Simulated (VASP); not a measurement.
# KCl (Pm-3m) in VASP: a series of runs

KCl is run at these levels: PBEsol; tasks: single point.

Everything below comes from runs of VASP 6.6.1. Logs are shortened: lines on timing, memory, paths and dates and some standing lists are left out, and cuts for length are marked.

## (1) The cell of the first run

The structure is cubic, space group Pm-3m (No. 221). Conventional cell: a = 3.647 Å, b = 3.647 Å, c = 3.647 Å, α = 90.00°, β = 90.00°, γ = 90.00°. Within 4.2 Å of K (site symmetry m-3m) lie 8 Cl at 3.16 Å and 6 K at 3.65 Å. Cl (site symmetry m-3m) has 8 K at 3.16 Å and 6 Cl at 3.65 Å within 4.2 Å.

## (2) Single point, PBEsol (strain -0.050 along x and y, -0.050 along z)

Input file INCAR:

```
ALGO = Normal
EDIFF = 1E-7
ENCUT = 520
GGA = PS
ISIF = 2
ISMEAR = 0
LASPH = True
LCHARG = False
LREAL = False
LWAVE = False
NBANDS = 15
NELM = 80
PREC = Accurate
SIGMA = 0.05
```

Input file KPOINTS:

```
k-points
0
Gamma
  6 6 6
```

Input file POSCAR:

```
KCl
1.0
    3.6472362000      0.0000000000      0.0000000000
    0.0000000000      3.6472362000      0.0000000000
    0.0000000000      0.0000000000      3.6472362000
K Cl
1 1
Direct
    0.0000000000      0.0000000000      0.0000000000
    0.5000000000      0.5000000000      0.5000000000
```

Potentials or basis: VASP PAW PBE potentials, release 64 (K_sv, Cl).

Run with:

```
cat potpaw_PBE.64/K_sv/POTCAR potpaw_PBE.64/Cl/POTCAR > POTCAR
mpirun -np 1 vasp_std > vasp.out
```

OUTCAR:

```text
EDIFF = 1E-7
   ENCUT = 520
   GGA = PS
   ISIF = 2
   ISMEAR = 0
   LASPH = True
   LREAL = False
   NELM = 80
   PREC = Accurate

 ion  position               nearest neighbor table
   1  0.000  0.000  0.000-   2 3.16   2 3.16   2 3.16   2 3.16   2 3.16   2 3.16   2 3.16   2 3.16

   2  0.500  0.500  0.500-   1 3.16   1 3.16   1 3.16   1 3.16   1 3.16   1 3.16   1 3.16   1 3.16

  LATTYP: Found a simple cubic cell.
 ALAT       =     3.6472362000

  Lattice vectors:

 A1 = (   3.6472362000,   0.0000000000,   0.0000000000)
 A2 = (   0.0000000000,   3.6472362000,   0.0000000000)
 A3 = (   0.0000000000,   0.0000000000,   3.6472362000)

Analysis of symmetry for initial positions (statically):
=====================================================================
 Subroutine PRICEL returns:
 Original cell was already a primitive cell.

 Routine SETGRP: Setting up the symmetry group for a
 simple cubic supercell.

 Subroutine GETGRP returns: Found 48 space group operations
 (whereof 48 operations were pure point group operations)
 out of a pool of 48 trial point group operations.

The static configuration has the point symmetry O_h .

Analysis of symmetry for dynamics (positions and initial velocities):
=====================================================================
 Subroutine PRICEL returns:
 Original cell was already a primitive cell.

 Routine SETGRP: Setting up the symmetry group for a
 simple cubic supercell.

 Subroutine GETGRP returns: Found 48 space group operations
 (whereof 48 operations were pure point group operations)
 out of a pool of 48 trial point group operations.

The dynamic configuration has the point symmetry O_h .

 Subroutine INISYM returns: Found 48 space group operations
 (whereof 48 operations are pure point group operations),
 and found     1 'primitive' translations

----------------------------------------------------------------------------------------

                                     Primitive cell

  volume of cell :      48.5167

  direct lattice vectors                    reciprocal lattice vectors
     3.647236200  0.000000000  0.000000000     0.274180213  0.000000000  0.000000000
     0.000000000  3.647236200  0.000000000     0.000000000  0.274180213  0.000000000
     0.000000000  0.000000000  3.647236200     0.000000000  0.000000000  0.274180213

  length of vectors
     3.647236200  3.647236200  3.647236200     0.274180213  0.274180213  0.274180213

  position of ions in fractional coordinates (direct lattice)
     0.000000000  0.000000000  0.000000000
     0.500000000  0.500000000  0.500000000

  ion indices of the primitive-cell ions
   primitive index   ion index
                 1           1
                 2           2

----------------------------------------------------------------------------------------

 KPOINTS: k-points

Automatic generation of k-mesh.
 Grid dimensions read from file:
 generate k-points for:    6    6    6

 Generating k-lattice:

  Cartesian coordinates                     Fractional coordinates (reciprocal lattice)
     0.045696702  0.000000000  0.000000000     0.166666667  0.000000000  0.000000000
     0.000000000  0.045696702  0.000000000     0.000000000  0.166666667  0.000000000
     0.000000000  0.000000000  0.045696702     0.000000000  0.000000000  0.166666667

  Length of vectors
     0.045696702  0.045696702  0.045696702

  Shift w.r.t. Gamma in fractional coordinates (k-lattice)
     0.000000000  0.000000000  0.000000000

 Subroutine IBZKPT returns following result:
 ===========================================

 Found     20 irreducible k-points:

 Following reciprocal coordinates:
            Coordinates               Weight
  0.000000  0.000000  0.000000      1.000000
  0.166667  0.000000  0.000000      6.000000
  0.333333  0.000000  0.000000      6.000000
  0.500000  0.000000  0.000000      3.000000
  0.166667  0.166667  0.000000     12.000000
  0.333333  0.166667  0.000000     24.000000
[... 12 lines left out ...]
  0.500000  0.500000  0.333333      6.000000
  0.500000  0.500000  0.500000      1.000000
   k-points           NKPTS =     20   k-points in BZ     NKDIM =     20   number of bands    NBANDS=     15
   number of dos      NEDOS =    301   number of ions     NIONS =      2
   total plane-waves  NPLWV =  21952
   dimension x,y,z NGX =    28 NGY =   28 NGZ =   28
   dimension x,y,z NGXF=    56 NGYF=   56 NGZF=   56
   ions per type =               1   1
   NGX,Y,Z   is equivalent  to a cutoff of  12.76, 12.76, 12.76 a.u.
   NGXF,Y,Z  is equivalent  to a cutoff of  25.53, 25.53, 25.53 a.u.
 SYSTEM =  unknown system
   PREC   = accura    normal or accurate (medium, high low for compatibility)
   ISTART =      0    job   : 0-new  1-cont  2-samecut
   ICHARG =      2    charge: 1-file 2-atom 10-const
   ISPIN  =      1    spin polarized calculation?
   LNONCOLLINEAR =      F non collinear calculations
   LSORBIT =      F    spin-orbit coupling
   LASPH  =      T    aspherical Exc in radial PAW
   ENCUT  =  520.0 eV  38.22 Ry    6.18 a.u.   6.78  6.78  6.78*2*pi/ulx,y,z
   NELM   =     80;   NELMIN=  2; NELMDL= -5     # of ELM steps
   EDIFF  = 0.1E-06   stopping-criterion for ELM
   LREAL  =      F    real-space projection
   EDIFFG = 0.1E-05   stopping-criterion for IOM
   NSW    =      0    number of steps for IOM
   IBRION =     -1    ionic relax: 0-MD 1-quasi-New 2-CG
   NFREE  =      0    steps in history (QN), initial steepest desc. (CG)
   ISIF   =      2    stress and relaxation
   ISYM   =      2    0-nonsym 1-usesym 2-fastsym
   POTIM  = 0.5000    time-step for ionic-motion
   TEBEG  =    0.0;   TEEND  =   0.0 temperature during run
   PSTRESS=    0.0 pullay stress
   NELECT =      16.0000    total number of electrons
   NUPDOWN=      -1.0000    fix difference up-down
   EMIN   =  10.00;   EMAX   =-10.00  energy-range for DOS
   EFERMI =   0.00;   METHOD = LEGACY
   ISMEAR =     0;   SIGMA  =   0.05  broadening in eV -4-tet -1-fermi 0-gaus
   EFERMI_NEDOS =   21; number of points for ismear=-14 and -15
   IALGO  =     38    algorithm
   IMIX   =      4    mixing-type and parameters
     AMIX     =   0.40;   BMIX     =  1.00
     AMIX_MAG =   1.60;   BMIX_MAG =  1.00
  volume/ion in A,a.u.               =      24.26       163.70
  Fermi-wavevector in a.u.,A,eV,Ry     =   1.131056  2.137387 17.405778  1.279289
  Thomas-Fermi vector in A             =   2.267754
   LORBIT       =      0    0 simple, 1 ext, 2 COOP (PROOUT), +10 PAW based schemes
   GGA     = PS    functional components
   LHFCALC =     F    Hartree Fock is set to
   AEXX    =    0.0000 exact exchange contribution
   IVDW    =     0    specifies the selected vdW correction
   LEPSILON=     F    determine dielectric tensor
   LRPA    =     F    only Hartree local field effects (RPA)
 non-spin polarized calculation
 Gauss-broadening in eV      SIGMA  =   0.05
  energy-cutoff  :      520.00
  volume of cell :       48.52
 maximum number of plane-waves:      1328
 NGX is ok and might be reduce to    28
   NGX = 13   NGY = 13   NGZ = 13

 number of electron      15.9999997 magnetization

 Free energy of the ion-electron system (eV)
  ---------------------------------------------------
  ext. energy  EPLUGINS =         0.00000000
  ---------------------------------------------------
  free energy    TOTEN  =        -6.89173707 eV

  energy without entropy =       -6.89173707  energy(sigma->0) =       -6.89173707

 E-fermi :   0.2611     XC(G=0):  -8.9782

 val. band max:       -0.0731760912   @ k =   0.5000   0.5000   0.0000
 cond. band min:       5.2351002210   @ k =   0.0000   0.0000   0.0000
 fundamental gap:      5.3082763121
 Fermi energy:         0.2610560139

 k-point     1 :       0.0000    0.0000    0.0000
  band No.  band energies     occupation
      1     -27.7368      2.00000
      2     -12.9500      2.00000
      3     -11.1509      2.00000
      4     -11.1509      2.00000
      5     -11.1509      2.00000
      6      -0.3084      2.00000
      7      -0.3084      2.00000
      8      -0.3084      2.00000
      9       5.2351      0.00000
     10       6.1641      0.00000
     11       6.1641      0.00000
     12      10.9364      0.00000
     13      10.9364      0.00000
     14      10.9364      0.00000
     15      14.1057      0.00000

 k-point     2 :       0.1667    0.0000    0.0000
  band No.  band energies     occupation
      1     -27.7273      2.00000
      2     -13.0035      2.00000
      3     -11.1370      2.00000
      4     -11.1370      2.00000
      5     -11.1136      2.00000
      6      -0.9381      2.00000
      7      -0.3230      2.00000
      8      -0.3230      2.00000
      9       5.9204      0.00000
     10       6.4228      0.00000
     11       6.8973      0.00000
     12      10.8386      0.00000
     13      10.8386      0.00000
     14      11.0944      0.00000
     15      12.9466      0.00000

 k-point     3 :       0.3333    0.0000    0.0000
  band No.  band energies     occupation
      1     -27.7080      2.00000
      2     -13.1176      2.00000
      3     -11.1088      2.00000
      4     -11.1088      2.00000
      5     -11.0197      2.00000
      6      -1.9176      2.00000
      7      -0.3545      2.00000
      8      -0.3545      2.00000
      9       7.1409      0.00000
     10       7.2772      0.00000
     11       8.3585      0.00000
     12      10.8041      0.00000
     13      10.8041      0.00000
     14      11.0321      0.00000
     15      11.4690      0.00000
[... 271 lines left out ...]
 k-point    19 :       0.5000    0.5000    0.3333
  band No.  band energies     occupation
      1     -27.6397      2.00000
      2     -12.4011      2.00000
      3     -11.4460      2.00000
      4     -11.4460      2.00000
      5     -11.3308      2.00000
      6      -1.7540      2.00000
      7      -1.7540      2.00000
      8      -1.4594      2.00000
      9       8.0269      0.00000
     10       8.9216      0.00000
     11       8.9216      0.00000
     12       9.7062      0.00000
     13      10.9699      0.00000
     14      10.9699      0.00000
     15      12.9146      0.00000

 k-point    20 :       0.5000    0.5000    0.5000
  band No.  band energies     occupation
      1     -27.6316      2.00000
      2     -12.3443      2.00000
      3     -11.4193      2.00000
      4     -11.4193      2.00000
      5     -11.4193      2.00000
      6      -1.8282      2.00000
      7      -1.8282      2.00000
      8      -1.8282      2.00000
      9       9.0671      0.00000
     10       9.0671      0.00000
     11       9.0671      0.00000
     12      10.4493      0.00000
     13      10.4493      0.00000
     14      10.4493      0.00000
     15      12.9500      0.00000

------------------------ aborting loop because EDIFF is reached ----------------------------------------

  FORCE on cell =-STRESS in cart. coord.  units (eV):
  Direction    XX          YY          ZZ          XY          YZ          ZX
  --------------------------------------------------------------------------------------
  -------------------------------------------------------------------------------------
  Total        0.6124518      0.6124518      0.6124518     -0.0000000     -0.0000000      0.0000000
  in kB       20.2251071     20.2251071     20.2251071     -0.0000000     -0.0000000      0.0000000
  external PRESSURE =      20.2251071 kB  Pullay stress =       0.0000000 kB

 VOLUME and BASIS-vectors are now :
 -----------------------------------------------------------------------------
  energy-cutoff  :      520.00
  volume of cell :       48.52
      direct lattice vectors                 reciprocal lattice vectors
     3.647236200  0.000000000  0.000000000     0.274180213  0.000000000  0.000000000
     0.000000000  3.647236200  0.000000000     0.000000000  0.274180213  0.000000000
     0.000000000  0.000000000  3.647236200     0.000000000  0.000000000  0.274180213

 POSITION                                       TOTAL-FORCE (eV/Angst)
 -----------------------------------------------------------------------------------
      0.00000      0.00000      0.00000         0.000000      0.000000      0.000000
      1.82362      1.82362      1.82362         0.000000      0.000000      0.000000
 -----------------------------------------------------------------------------------
    total drift:                               -0.000000      0.000000      0.000000

  FREE ENERGIE OF THE ION-ELECTRON SYSTEM (eV)
  ---------------------------------------------------
  free  energy   TOTEN  =        -6.8917370730 eV

  energy  without entropy=       -6.8917370730  energy(sigma->0) =       -6.89173707
```

Wall time 22 s (1 thread of Intel Xeon 8259CL, shared host); peak memory 0.16 GiB.

What came out:

```
Free energy            : -6.8917 eV
Pressure               : 2.0 GPa
Band gap on the k mesh : 5.31 eV, indirect (least direct gap 5.54 eV)
```

Levels at points of the mesh, in eV from the valence-band top:
```
           k point  band 6  band 7  band 8  band 9  band 10  band 11
(0.00, 0.00, 0.00)   -0.24   -0.24   -0.24    5.31     6.24     6.24
(0.50, 0.00, 0.00)   -2.26   -0.30   -0.30    7.86     8.30     9.01
(0.50, 0.50, 0.00)   -1.46   -1.46    0.00    6.10     7.32     8.97
(0.50, 0.50, 0.50)   -1.76   -1.76   -1.76    9.14     9.14     9.14
```

Caveat: the cell differs from its parent crystal (strain -0.050 along x and y, -0.050 along z); the PAW data sets were made with another functional, which shifts forces and pressure a little. A k mesh can miss the band edges.

(Part 1 of 2 ends here.)
